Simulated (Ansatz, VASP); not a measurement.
**One calculation of CsCl, two programs**

INCAR

```
SYSTEM = CsCl
PREC = Accurate ; ENCUT = 500
EDIFF = 1E-6 ; ISMEAR = 0
SIGMA = 0.05 ; LREAL = .FALSE.
LASPH = .TRUE. ; NELM = 120
ALGO = Normal ; ISIF = 2
LWAVE = .FALSE. ; LCHARG = .TRUE.
GGA = PS ; LELF = .TRUE.
LVHAR = .TRUE. ; NBANDS = 15
GGA_COMPAT = .FALSE.
```

KPOINTS

```
Automatic mesh
0
G
  6 6 6
  0 0 0
```

File POSCAR:

```
CsCl
1.0
   -1.4741076284      2.9482152568      2.9482152568
    2.9482152568     -1.4741076284      2.9482152568
    2.9482152568      2.9482152568     -1.4741076284
Cs Cl
1 1
Direct
    0.0000000000      0.0000000000      0.0000000000
    0.5000000000      0.5000000000      0.5000000000
```

Input for Ansatz:

```yaml
crystal:
  lattice:
    - [-1.4741076284, 2.9482152568, 2.9482152568]
    - [2.9482152568, -1.4741076284, 2.9482152568]
    - [2.9482152568, 2.9482152568, -1.4741076284]
  atoms:
    - { symbol: Cs, position: [0.0, 0.0, 0.0] }
    - { symbol: Cl, position: [0.5, 0.5, 0.5] }
basis:
  ecutwfc: 420
kpoints:
  mp_grid: { grid: [6, 6, 6] }
hamiltonian:
  xc: pbesol
scf:
  occupations: { method: gaussian, width: 0.05 }
output:
  forces: true
  stress: true
  eigenvalues: true
```

Alike in both runs: task single point; functional PBEsol; k mesh 6 × 6 × 6; occupations gaussian, width 0.05 eV; no spin polarisation.

|  | VASP | Ansatz |
| --- | --- | --- |
| version | VASP 6.6.1 | Ansatz 0.2.0 |
| potentials or method | VASP PAW PBE potentials, release 64 (Cs_sv, Cl), cutoff 500 eV | scalar-relativistic, plane waves, PAW |
| valence electrons in the cell | 16 | 16 |

```tsv
	VASP	Ansatz	Ansatz less VASP
gap on the k mesh at the Fermi level (eV)	4.25	4.25	+0.008
least direct gap on the mesh (eV)	4.26	4.27	+0.006
pressure (GPa)	-2.4	-2.4	+0.01
```

VASP's potentials were made for PBE, not for PBEsol. The functional is the same, so the differences come from potentials, cutoffs and numerics.

Neither program's run includes spin-orbit coupling.
